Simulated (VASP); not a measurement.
Set up this calculation in VASP 6.6.1, as the native input.

| Quantity | Value |
| --- | --- |
| Task | single point |
| Functional | r2SCAN |
| Potentials or basis | VASP PAW PBE potentials, release 64 (Si, C) |
| Cutoff | 520 eV |
| k mesh | 12 × 12 × 6 |
| Occupations | gaussian, width 0.01 eV |
| Spin | no spin polarisation |
| Dipole correction | no |
| Further INCAR settings | ALGO = Normal; EDIFF = 1e-06; NBANDS = 16 |

The system is SiC.

```xyz
4
Lattice="2.9831 0.0000 0.0000 -1.4915 2.5834 0.0000 0.0000 0.0000 4.8967" Properties=species:S:1:pos:R:3 pbc="T T T"
Si    0.0000    1.7223   -0.0016
Si    1.4915    0.8611    2.4467
C     0.0000    1.7223    1.8379
C     1.4915    0.8611    4.2862
```

This cell differs from its parent crystal: strain -3.0%.

One way to write it, as run:

POSCAR

```
SiC
1.0
    2.9830955520      0.0000000000      0.0000000000
   -1.4915477760      2.5834365300      0.0000000000
    0.0000000000      0.0000000000      4.8966648483
Si C
2 2
Direct
    0.3333333333      0.6666666667     -0.0003328325
    0.6666666667      0.3333333333      0.4996671675
    0.3333333333      0.6666666667      0.3753328325
    0.6666666667      0.3333333333      0.8753328325
```

INCAR.step1

```
PREC = Accurate
ENCUT = 520
ISMEAR = 0
SIGMA = 0.01
LREAL = F
LASPH = T
NELM = 100
NBANDS = 16
GGA = PE
ALGO = Normal
EDIFF = 1E-4
LWAVE = T
LCHARG = F
```

INCAR.step2

```
PREC = Accurate
ENCUT = 520
EDIFF = 1E-6
ISMEAR = 0
SIGMA = 0.01
LREAL = F
LASPH = T
NELM = 100
ALGO = Normal
ISIF = 2
LWAVE = F
LCHARG = F
METAGGA = R2SCAN
LMIXTAU = T
NBANDS = 16
ISTART = 1
```

KPOINTS

```
Automatic mesh
0
Gamma
  12 12 6
```

Potentials or basis: VASP PAW PBE potentials, release 64 (Si, C).

The run is started by

```sh
$ cat potpaw_PBE.64/Si/POTCAR potpaw_PBE.64/C/POTCAR > POTCAR
$ cp INCAR.step1 INCAR
$ mpirun -np 1 vasp_std > vasp.out
$ cp INCAR.step2 INCAR
$ mpirun -np 1 vasp_std > vasp.out
```

It gave:

```json
{
 "Pressure": "24.5 GPa",
 "Band gap on the k mesh": "2.52 eV (least direct gap 4.70 eV)"
}
```

Caveat: the cell differs from its parent crystal (strain -3.0%); the cell stands under pressure; the PAW data sets were made with another functional, which shifts forces and pressure a little.

It took 2.3 min on 1 thread of Intel Xeon 8259CL, with other jobs on the host, peak memory 0.18 GiB.
